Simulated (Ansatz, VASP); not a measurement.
# TaN in VASP and in Ansatz

```
CELL_PARAMETERS angstrom
5.26438 0.00000 0.00000
-2.63219 4.55908 0.00000
0.00000 0.00000 2.94931
ATOMIC_POSITIONS crystal
Ta 0.33333 0.66667 0.50000
Ta 0.66667 0.33333 0.50000
Ta 0.00000 0.00000 0.00000
N 0.39285 0.00000 0.00000
N 0.60715 0.60715 0.00000
N 0.00000 0.39285 0.00000
```

Change from the starting cell: volume scaled by 1.04.

Alike in both runs: task single point; functional PBE; k mesh 6 × 6 × 9; occupations fermi-dirac, width 0.01 eV; no spin polarisation.

```csv
,VASP,Ansatz
version,VASP 6.6.1,Ansatz 0.2.0
potentials or method,"VASP PAW PBE potentials, release 64 (Ta_pv, N), cutoff 520 eV","all-electron LAPW, scalar-relativistic"
```

|  | VASP | Ansatz | Ansatz less VASP |
| --- | --- | --- | --- |
| pressure (GPa) | -6.5 | -7.0 | -0.44 |
| traceless stress, the component that is largest in VASP (GPa) | -0.76 | -0.58 | +0.178 |
| rms of the force components (eV/Å) | 0.044 | 0.048 | +0.0042 |

Atom by atom the forces differ by 0.004 eV/Å (rms over components). Ansatz ran all-electron here, and VASP with PAW potentials.

Spin-orbit coupling is off throughout.
